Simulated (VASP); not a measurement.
# CoPtO2 (R-3m) in VASP: notebook

Runs on CoPtO2. Level: PBE+U. Tasks: relaxation of shape and atoms at fixed volume, single point.

Everything below comes from runs of VASP 6.6.1. Logs are shortened: lines on timing, memory, paths and dates and some standing lists are left out, and cuts for length are marked.

### 1 The cell of the first run

Symmetry: R-3m, No. 166, trigonal system. The conventional cell has a = 2.975 Å, b = 2.975 Å, c = 18.073 Å, α = 90.00°, β = 90.00°, γ = 120.00°. Pt (site symmetry -3m) has 2 O at 1.97 Å within 2.6 Å. Within 2.7 Å of Co (site symmetry -3m) lie 6 O at 2.01 Å. Within 2.6 Å of O (site symmetry 3m) lie 1 Pt at 1.97 Å and 3 Co at 2.01 Å.

### 2 Relaxation of shape and atoms at fixed volume, PBE+U, collinear spin, ferrimagnetic start (11.55 Å³/atom)

INCAR reads:

```
ALGO = Normal ; EDIFF = 1E-6
EDIFFG = -0.01 ; ENCUT = 600
GGA = PE ; IBRION = 2
ISIF = 4 ; ISMEAR = 0
ISPIN = 2 ; LASPH = T
LCHARG = F ; LDAU = T
LDAUJ = 0 0 0 ; LDAUL = -1 2 -1
LDAUPRINT = 1 ; LDAUTYPE = 2
LDAUU = 0 3.3 0 ; LMAXMIX = 4
LORBIT = 11 ; LREAL = F
LWAVE = F ; MAGMOM = -0.28 2.43 -0.1 -0.1
NELM = 150 ; NSW = 60
PREC = Accurate ; SIGMA = 0.05
```

KPOINTS reads:

```
k-points
0
Gamma
  8 8 8
```

POSCAR reads:

```
CoPtO2
1.0
    1.4876835207      0.8589144812      6.0242227091
   -1.4876835207      0.8589144812      6.0242227091
    0.0000000000     -1.7178289623      6.0242227091
Pt Co O
1 1 2
Direct
    0.0000000000      0.0000000000      0.0000000000
    0.5000000000      0.5000000000      0.5000000000
    0.1087283711      0.1087283711      0.1087283711
    0.8912716289      0.8912716289      0.8912716289
```

Potentials or basis: VASP PAW PBE potentials, release 64 (Pt, Co, O).

The run is started by

```bash
$ cat potpaw_PBE.64/Pt/POTCAR potpaw_PBE.64/Co/POTCAR potpaw_PBE.64/O/POTCAR > POTCAR
$ mpirun -np 1 vasp_std > vasp.out
```

OUTCAR:

```text
EDIFF = 1E-6
   EDIFFG = -0.01
   ENCUT = 600
   GGA = PE
   IBRION = 2
   ISIF = 4
   ISMEAR = 0
   ISPIN = 2
   LASPH = T
   LORBIT = 11
   LREAL = F
   NELM = 150
   NSW = 60
   PREC = Accurate

 ion  position               nearest neighbor table
   1  0.000  0.000  0.000-   3 1.97   4 1.97
   2  0.500  0.500  0.500-   3 2.01   3 2.01   4 2.01   4 2.01   3 2.01   4 2.01
   3  0.109  0.109  0.109-   1 1.97   2 2.01   2 2.01   2 2.01
   4  0.891  0.891  0.891-   1 1.97   2 2.01   2 2.01   2 2.01

  LATTYP: Found a trigonal (rhomboedric) cell.
 ALAT       =     6.2643591526
 COS(alpha) =     0.8872029343

  Lattice vectors:

 A1 = (   1.4876835207,   0.8589144812,   6.0242227091)
 A2 = (  -1.4876835207,   0.8589144812,   6.0242227091)
 A3 = (   0.0000000000,  -1.7178289623,   6.0242227091)

Analysis of symmetry for initial positions (statically):
=====================================================================
 Subroutine PRICEL returns:
 Original cell was already a primitive cell.

 Routine SETGRP: Setting up the symmetry group for a
 trigonal (rhombohedral) supercell.

 Subroutine GETGRP returns: Found 12 space group operations
 (whereof 12 operations were pure point group operations)
 out of a pool of 12 trial point group operations.

The static configuration has the point symmetry D_3d.

Analysis of symmetry for dynamics (positions and initial velocities):
=====================================================================
 Subroutine PRICEL returns:
 Original cell was already a primitive cell.

 Routine SETGRP: Setting up the symmetry group for a
 trigonal (rhombohedral) supercell.

 Subroutine GETGRP returns: Found 12 space group operations
 (whereof 12 operations were pure point group operations)
 out of a pool of 12 trial point group operations.

The dynamic configuration has the point symmetry D_3d.

Analysis of structural, dynamic, and magnetic symmetry:
=====================================================================
 Subroutine PRICEL returns:
 Original cell was already a primitive cell.

 Routine SETGRP: Setting up the symmetry group for a
 trigonal (rhombohedral) supercell.

 Subroutine GETGRP returns: Found 12 space group operations
 (whereof 12 operations were pure point group operations)
 out of a pool of 12 trial point group operations.

The overall configuration has the point symmetry D_3d.

 Subroutine INISYM returns: Found 12 space group operations
 (whereof 12 operations are pure point group operations),
 and found     1 'primitive' translations

----------------------------------------------------------------------------------------

                                     Primitive cell

  volume of cell :      46.1863

  direct lattice vectors                    reciprocal lattice vectors
     1.487683521  0.858914481  6.024222709     0.336092988  0.194043377  0.055332173
    -1.487683521  0.858914481  6.024222709    -0.336092988  0.194043377  0.055332173
     0.000000000 -1.717828962  6.024222709     0.000000000 -0.388086754  0.055332173

  length of vectors
     6.264359153  6.264359153  6.264359153     0.392011452  0.392011452  0.392011452

  position of ions in fractional coordinates (direct lattice)
     0.000000000  0.000000000  0.000000000
     0.500000000  0.500000000  0.500000000
     0.108728371  0.108728371  0.108728371
     0.891271629  0.891271629  0.891271629

  ion indices of the primitive-cell ions
   primitive index   ion index
                 1           1
                 2           2
                 3           3
                 4           4

----------------------------------------------------------------------------------------

 KPOINTS: k-points

Automatic generation of k-mesh.
 Grid dimensions read from file:
 generate k-points for:    8    8    8

 Generating k-lattice:

  Cartesian coordinates                     Fractional coordinates (reciprocal lattice)
     0.042011624  0.024255422  0.006916522     0.125000000  0.000000000 -0.000000000
    -0.042011624  0.024255422  0.006916522     0.000000000  0.125000000 -0.000000000
     0.000000000 -0.048510844  0.006916522    -0.000000000 -0.000000000  0.125000000

  Length of vectors
     0.049001431  0.049001431  0.049001431

  Shift w.r.t. Gamma in fractional coordinates (k-lattice)
     0.000000000  0.000000000  0.000000000

 Subroutine IBZKPT returns following result:
 ===========================================

 Found     65 irreducible k-points:

 Following reciprocal coordinates:
            Coordinates               Weight
  0.000000  0.000000  0.000000      1.000000
  0.125000 -0.000000  0.000000      6.000000
  0.250000 -0.000000  0.000000      6.000000
  0.375000  0.000000  0.000000      6.000000
  0.500000 -0.000000  0.000000      3.000000
  0.125000  0.125000  0.000000      6.000000
[... 16 lines left out ...]
  0.250000  0.125000  0.125000      6.000000
  0.375000  0.125000  0.125000      6.000000
 [... further k-points ...]
   k-points           NKPTS =     65   k-points in BZ     NKDIM =     65   number of bands    NBANDS=     20
   number of dos      NEDOS =    301   number of ions     NIONS =      4
   total plane-waves  NPLWV = 125000
   dimension x,y,z NGX =    50 NGY =   50 NGZ =   50
   dimension x,y,z NGXF=   100 NGYF=  100 NGZF=  100
   ions per type =               1   1   2
   NGX,Y,Z   is equivalent  to a cutoff of  13.27, 13.27, 13.27 a.u.
   NGXF,Y,Z  is equivalent  to a cutoff of  26.54, 26.54, 26.54 a.u.
 SYSTEM =  unknown system
   PREC   = accura    normal or accurate (medium, high low for compatibility)
   ISTART =      0    job   : 0-new  1-cont  2-samecut
   ICHARG =      2    charge: 1-file 2-atom 10-const
   ISPIN  =      2    spin polarized calculation?
   LNONCOLLINEAR =      F non collinear calculations
   LSORBIT =      F    spin-orbit coupling
   LASPH  =      T    aspherical Exc in radial PAW
   ENCUT  =  600.0 eV  44.10 Ry    6.64 a.u.  12.51 12.51 12.51*2*pi/ulx,y,z
   NELM   =    150;   NELMIN=  2; NELMDL= -5     # of ELM steps
   EDIFF  = 0.1E-05   stopping-criterion for ELM
   LREAL  =      F    real-space projection
   EDIFFG = -.1E-01   stopping-criterion for IOM
   NSW    =     60    number of steps for IOM
   IBRION =      2    ionic relax: 0-MD 1-quasi-New 2-CG
   NFREE  =      1    steps in history (QN), initial steepest desc. (CG)
   ISIF   =      4    stress and relaxation
   ISYM   =      2    0-nonsym 1-usesym 2-fastsym
   POTIM  = 0.5000    time-step for ionic-motion
   TEBEG  =    0.0;   TEEND  =   0.0 temperature during run
   PSTRESS=    0.0 pullay stress
   NELECT =      31.0000    total number of electrons
   NUPDOWN=      -1.0000    fix difference up-down
   EMIN   =  10.00;   EMAX   =-10.00  energy-range for DOS
   EFERMI =   0.00;   METHOD = LEGACY
   ISMEAR =     0;   SIGMA  =   0.05  broadening in eV -4-tet -1-fermi 0-gaus
   EFERMI_NEDOS =   21; number of points for ismear=-14 and -15
   IALGO  =     38    algorithm
   IMIX   =      4    mixing-type and parameters
     AMIX     =   0.40;   BMIX     =  1.00
     AMIX_MAG =   1.60;   BMIX_MAG =  1.00
  volume/ion in A,a.u.               =      11.55        77.92
  Fermi-wavevector in a.u.,A,eV,Ry     =   1.433368  2.708673 27.953780  2.054545
  Thomas-Fermi vector in A             =   2.552894
   LORBIT       =     11    0 simple, 1 ext, 2 COOP (PROOUT), +10 PAW based schemes
 LDA+U is selected, type is set to LDAUTYPE =  2
   angular momentum for each species LDAUL =    -1    2   -1
   U (eV)           for each species LDAUU =   0.0  3.3  0.0
   J (eV)           for each species LDAUJ =   0.0  0.0  0.0
   GGA     = PE    functional components
   LHFCALC =     F    Hartree Fock is set to
   AEXX    =    0.0000 exact exchange contribution
   IVDW    =     0    specifies the selected vdW correction
   LEPSILON=     F    determine dielectric tensor
   LRPA    =     F    only Hartree local field effects (RPA)
 conjugate gradient relaxation of ions
 spin polarized calculation
 Gauss-broadening in eV      SIGMA  =   0.05
  energy-cutoff  :      600.00
  volume of cell :       46.19
 maximum number of plane-waves:      1566
   NGX = 25   NGY = 25   NGZ = 25

--------------------------------------- Ionic step        1  -------------------------------------------

 number of electron      31.0000002 magnetization       1.8441341

 Free energy of the ion-electron system (eV)
  ---------------------------------------------------
  ext. energy  EPLUGINS =         0.00000000
  ---------------------------------------------------
  free energy    TOTEN  =       -24.07463140 eV

  energy without entropy =      -24.07215025  energy(sigma->0) =      -24.07339082

------------------------ aborting loop because EDIFF is reached ----------------------------------------

  FORCE on cell =-STRESS in cart. coord.  units (eV):
  Direction    XX          YY          ZZ          XY          YZ          ZX
  --------------------------------------------------------------------------------------
  -------------------------------------------------------------------------------------
  Total       -0.6264283     -0.6264283     -0.4330530      0.0000000     -0.0000000     -0.0000000
  in kB      -21.7304744    -21.7304744    -15.0223858      0.0000000     -0.0000000     -0.0000000
  external PRESSURE =     -19.4944449 kB  Pullay stress =       0.0000000 kB
[... 95 lines left out ...]
  FREE ENERGIE OF THE ION-ELECTRON SYSTEM (eV)
  ---------------------------------------------------
  free  energy   TOTEN  =       -24.0749981278 eV

  energy  without entropy=      -24.0724447198  energy(sigma->0) =      -24.07372142

atom =   2  type =  2  l = 2

 onsite density matrix

spin component  1

  0.9503  0.0000 -0.0000  0.0191 -0.0000
  0.0000  0.9362  0.0000 -0.0000  0.0191
 -0.0000  0.0000  0.9721  0.0000  0.0000
  0.0191 -0.0000  0.0000  0.9362  0.0000
 -0.0000  0.0191  0.0000  0.0000  0.9503

spin component  2

  0.5703 -0.0000 -0.0000  0.3662 -0.0000
 -0.0000  0.6196  0.0000 -0.0000  0.3662
 -0.0000  0.0000  0.0403 -0.0000  0.0000
  0.3662 -0.0000 -0.0000  0.6196 -0.0000
 -0.0000  0.3662  0.0000 -0.0000  0.5703

 occupancies and eigenvectors

  o =  0.0403  v =  0.0000  0.0000  0.0000  0.0000  0.0000  0.0000 -0.0000 -1.0000  0.0000  0.0000      0.0000  0.0000  0.0000  0.0000  0.0000  0.0000  0.0000  0.0000  0.0000  0.0000
  o =  0.2279  v =  0.0000  0.0000  0.0000  0.0000  0.0000 -0.7304  0.0000 -0.0000  0.6830 -0.0000      0.0000  0.0000  0.0000  0.0000  0.0000  0.0000  0.0000  0.0000  0.0000  0.0000
  o =  0.2279  v =  0.0000  0.0000  0.0000  0.0000  0.0000  0.0000  0.6830 -0.0000  0.0000 -0.7304      0.0000  0.0000  0.0000  0.0000  0.0000  0.0000  0.0000  0.0000  0.0000  0.0000
  o =  0.9228  v = -0.5717  0.0000 -0.0000  0.8205 -0.0000  0.0000  0.0000  0.0000  0.0000  0.0000      0.0000  0.0000  0.0000  0.0000  0.0000  0.0000  0.0000  0.0000  0.0000  0.0000
  o =  0.9228  v =  0.0000  0.8205  0.0000 -0.0000 -0.5717  0.0000  0.0000  0.0000  0.0000  0.0000      0.0000  0.0000  0.0000  0.0000  0.0000  0.0000  0.0000  0.0000  0.0000  0.0000
  o =  0.9620  v =  0.0000  0.0000  0.0000  0.0000  0.0000  0.6830  0.0000 -0.0000  0.7304 -0.0000      0.0000  0.0000  0.0000  0.0000  0.0000  0.0000  0.0000  0.0000  0.0000  0.0000
  o =  0.9620  v =  0.0000  0.0000  0.0000  0.0000  0.0000  0.0000  0.7304  0.0000  0.0000  0.6830      0.0000  0.0000  0.0000  0.0000  0.0000  0.0000  0.0000  0.0000  0.0000  0.0000
  o =  0.9637  v = -0.8205  0.0000  0.0000 -0.5717  0.0000  0.0000  0.0000  0.0000  0.0000  0.0000      0.0000  0.0000  0.0000  0.0000  0.0000  0.0000  0.0000  0.0000  0.0000  0.0000
  o =  0.9637  v =  0.0000 -0.5717  0.0000 -0.0000 -0.8205  0.0000  0.0000  0.0000  0.0000  0.0000      0.0000  0.0000  0.0000  0.0000  0.0000  0.0000  0.0000  0.0000  0.0000  0.0000
  o =  0.9721  v =  0.0000  0.0000  1.0000  0.0000  0.0000  0.0000  0.0000  0.0000  0.0000  0.0000      0.0000  0.0000  0.0000  0.0000  0.0000  0.0000  0.0000  0.0000  0.0000  0.0000

--------------------------------------- Ionic step        4  -------------------------------------------

 number of electron      31.0000002 magnetization       1.8451461

 Free energy of the ion-electron system (eV)
  ---------------------------------------------------
  ext. energy  EPLUGINS =         0.00000000
  ---------------------------------------------------
  free energy    TOTEN  =       -24.07505567 eV

  energy without entropy =      -24.07250841  energy(sigma->0) =      -24.07378204

 E-fermi :   6.5639     XC(G=0): -11.9739

 val. band max:        6.5626287965   @ k =   0.5000   0.3750   0.3750
 cond. band min:       6.5857801001   @ k =   0.5000   0.2500   0.2500
 fundamental gap:      0.0231513036
 Fermi energy:         6.5639111743

 spin component 1

 k-point     1 :       0.0000    0.0000    0.0000
  band No.  band energies     occupation
      1     -13.1134      1.00000
      2     -11.6248      1.00000
      3      -1.9375      1.00000
      4       0.4441      1.00000
      5       0.4441      1.00000
      6       0.8145      1.00000
[... 1130 lines left out ...]
  FREE ENERGIE OF THE ION-ELECTRON SYSTEM (eV)
  ---------------------------------------------------
  free  energy   TOTEN  =       -24.0750556724 eV

  energy  without entropy=      -24.0725084053  energy(sigma->0) =      -24.07378204

 reached required accuracy - stopping structural energy minimisation

 total charge

# of ion       s       p       d       tot
------------------------------------------
    1        0.631   0.533   7.924   9.088
    2        0.361   0.488   7.138   7.987
    3        1.559   3.432   0.000   4.991
    4        1.559   3.432   0.000   4.991
--------------------------------------------------
tot          4.110   7.886  15.062  27.057

 magnetization (x)

# of ion       s       p       d       tot
------------------------------------------
    1        0.005   0.011  -0.343  -0.327
    2        0.016   0.011   2.324   2.351
    3        0.011  -0.100   0.000  -0.089
    4        0.011  -0.100   0.000  -0.089
--------------------------------------------------
tot          0.043  -0.177   1.982   1.847
```

Wall time 26 min (1 thread of AMD EPYC 9R45 (Zen 5), shared host); peak memory 0.51 GiB.

What came out:

- Free energy: -24.0751 eV
- Energy gained by relaxing: 0.1 meV/atom
- Ionic steps: 4
- Pressure after relaxing: -2.1 GPa
- Largest force after relaxing: 0.007 eV/Å
- Net moment: 1.85 μB per cell
- Site moments: Pt -0.33; Co +2.35; O -0.09 μB
- Valence electrons inside the program's atomic spheres: Pt 9.09; Co 7.99; O 4.99

Forces in eV/Å, atoms in the order of the input:
```
Pt   0.000  0.000  0.000
Co   0.000  0.000  0.000
O    0.000  0.000  0.007
O    0.000  0.000 -0.007
```

The path:
| step | energy change (eV) | largest force (eV/Å) | pressure (GPa) | volume (Å³) |
| --- | --- | --- | --- | --- |
| 1 | 0.0000 | 0.0926 | -1.95 | 46.19 |
| 2 | -0.0003 | 0.0284 | -2.27 | 46.19 |
| 3 | -0.0004 | 0.0144 | -2.19 | 46.19 |
| 4 | -0.0004 | 0.0072 | -2.14 | 46.19 |

Final structure:
```xyz
4
Lattice="1.4873 0.8587 6.0270 -1.4873 0.8587 6.0270 0.0000 -1.7174 6.0270" Properties=species:S:1:pos:R:3 pbc="T T T"
Pt    0.0000    0.0000   18.0811
Co    0.0000    0.0000    9.0405
O     0.0000    0.0000    1.9698
O     0.0000    0.0000   16.1113
```

Eigenvalues of the final occupation matrices:
```csv
site,spin,trace,eigenvalues
site 2 d,1,4.75,0.92 0.92 0.96 0.96 0.97
site 2 d,2,2.42,0.04 0.23 0.23 0.96 0.96
```

Caveat: spin-orbit coupling is left out, which moves the levels of the heavy elements; a cell with one magnetic atom can't hold antiferromagnetic order, which such compounds often take. The state reached can hang on the start; a lower one may exist.

### 3 Single point, PBE+U, collinear spin, ferrimagnetic start

INCAR reads:

```
PREC     = Accurate       # precision mode
ENCUT    = 520            # plane-wave cutoff, eV
EDIFF    = 1E-7           # SCF threshold, eV
ISMEAR   = 0              # smearing method
SIGMA    = 0.05           # smearing width, eV
LREAL    = False          # projectors in reciprocal space
LASPH    = True           # aspherical terms in the spheres
NELM     = 150            # most SCF steps
ALGO     = Normal         # electronic algorithm
ISIF     = 2              # what is computed and relaxed
LWAVE    = False          # write WAVECAR
LCHARG   = True           # write CHGCAR
ISPIN    = 2              # spin polarisation
MAGMOM   = -0.28 2.43 0 0 # initial moments
LORBIT   = 11             # projections on sites
LMAXMIX  = 4              # l up to which the mixer works
LDAU     = True           # DFT+U
LDAUTYPE = 2            
LDAUL    = -1 2 -1        # shell
LDAUU    = 0 3.3 0        # U, eV
LDAUJ    = 0 0 0        
LDAUPRINT= 1            
GGA      = PE             # functional
LELF     = True           # ELF
LVHAR    = True         
NBANDS   = 28             # bands
```

KPOINTS reads:

```
regular mesh
0
Gamma
  12 12 12
```

POSCAR reads:

```
CoPtO2
1.0
    1.4845240348      0.8570903511      6.0498924867
   -1.4845240348      0.8570903511      6.0498924867
    0.0000000000     -1.7141807023      6.0498924867
Pt Co O
1 1 2
Direct
    0.0000000000      0.0000000000      0.0000000000
    0.5000000000      0.5000000000      0.5000000000
    0.1085327604      0.1085327604      0.1085327604
    0.8914672396      0.8914672396      0.8914672396
```

Potentials or basis: VASP PAW PBE potentials, release 64 (Pt, Co, O).

The run is started by

```bash
$ cat potpaw_PBE.64/Pt/POTCAR potpaw_PBE.64/Co/POTCAR potpaw_PBE.64/O/POTCAR > POTCAR
$ mpirun -np 1 vasp_std > vasp.out
```

Wall time 24 min (1 thread of Intel Xeon Platinum 8559C (Emerald Rapids), shared host); peak memory 0.69 GiB.

The run converged. Its results:

```yaml
Free_energy: -23.6909 eV
Pressure: 0.3 GPa
Largest_force: 0.301 eV/Å
Net_moment: 3.29 μB per cell
Site_moments: Pt -0.07; Co +2.88; O +0.21 μB
Valence_electrons_inside_the_program's_atomic_spheres: Pt 9.11; Co 7.91; O 5.01
```

Forces in eV/Å, atoms in the order of the input:
```
Pt   0.000  0.000  0.000
Co   0.000  0.000  0.000
O    0.000  0.000  0.301
O    0.000  0.000 -0.301
```

Stress tensor (GPa, compression positive):
```
-3.50  0.00  0.00
 0.00 -3.50  0.00
 0.00  0.00  7.87
```

Levels at points of the mesh, in eV from the Fermi level:
Spin up:
| k point | band 15 | band 16 | band 17 | band 18 | band 19 | band 20 |
| --- | --- | --- | --- | --- | --- | --- |
| (0.00, 0.00, 0.00) | -2.50 | -2.50 | 0.34 | 0.34 | 2.87 | 5.53 |
| (0.50, 0.00, 0.00) | -1.10 | -0.92 | -0.19 | 1.47 | 2.74 | 6.66 |
| (0.50, 0.50, 0.00) | -1.87 | -0.19 | 0.26 | 1.80 | 2.85 | 7.49 |
| (0.50, 0.50, 0.50) | -0.96 | -0.96 | -0.31 | -0.31 | 4.10 | 5.00 |
Spin down:
| k point | band 12 | band 13 | band 14 | band 15 | band 16 | band 17 |
| --- | --- | --- | --- | --- | --- | --- |
| (0.00, 0.00, 0.00) | -2.24 | -1.49 | -1.49 | 0.56 | 0.56 | 2.40 |
| (0.50, 0.00, 0.00) | -0.81 | -0.25 | 0.13 | 0.33 | 1.46 | 1.83 |
| (0.50, 0.50, 0.00) | -1.42 | -0.25 | -0.25 | 0.26 | 1.51 | 2.31 |
| (0.50, 0.50, 0.50) | -1.82 | -0.14 | -0.14 | 0.42 | 0.42 | 2.00 |

Eigenvalues of the final occupation matrices:
```tsv
site	spin	trace	eigenvalues
site 2 d	1	4.96	0.97 0.98 0.98 1.02 1.02
site 2 d	2	2.11	0.15 0.15 0.42 0.42 0.96
```

Caveat: spin-orbit coupling is left out, which moves the levels of the heavy elements; a cell with one magnetic atom can't hold antiferromagnetic order, which such compounds often take. The state reached can hang on the start; a lower one may exist.

(Part 1 of 2 ends here.)
